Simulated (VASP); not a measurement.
**IrS: single point with PBE**

Crystal: IrS.

```xyz
2
Lattice="3.4663 0.0000 0.0000 -1.7331 3.0019 0.0000 0.0000 0.0000 4.3165" Properties=species:S:1:pos:R:3 pbc="T T T"
Ir    0.0000    0.0000    2.1583
S     1.7331    1.0006    0.0000
```

```yaml
Program: VASP 6.6.1
Task: single point
Functional: PBE
Potentials_or_basis: VASP PAW PBE potentials, release 64 (Ir, S)
Cutoff: 500 eV
k_mesh: 9 × 9 × 6
Occupations: fermi-dirac, width 0.05 eV
Spin: no spin polarisation
```

The pressure is -27.7 GPa and the band gap on the k mesh is zero (an odd number of electrons rules out a gap without spin polarisation).

Stress tensor (GPa, compression positive):
```
-24.23   0.00   0.00
  0.00 -24.23   0.00
  0.00   0.00 -34.78
```

Levels at points of the mesh, in eV from the Fermi level:
```
           k point  band 5  band 6  band 7  band 8  band 9  band 10
(0.00, 0.00, 0.00)   -1.95   -0.75   -0.75   -0.04    0.46     0.46
(0.00, 0.00, 0.50)   -1.57   -1.44   -1.44    0.65    0.65     4.05
```

Run time: 38 s on 1 thread of Intel Xeon 8259CL, with other jobs on the host, peak memory 0.18 GiB.

Caveat: the stress differs along the axes, from -35 to -24 GPa; spin-orbit coupling is left out, which moves the levels of the heavy elements; an odd number of electrons without spin polarisation forces a metal; a magnetic or distorted state may lie lower.
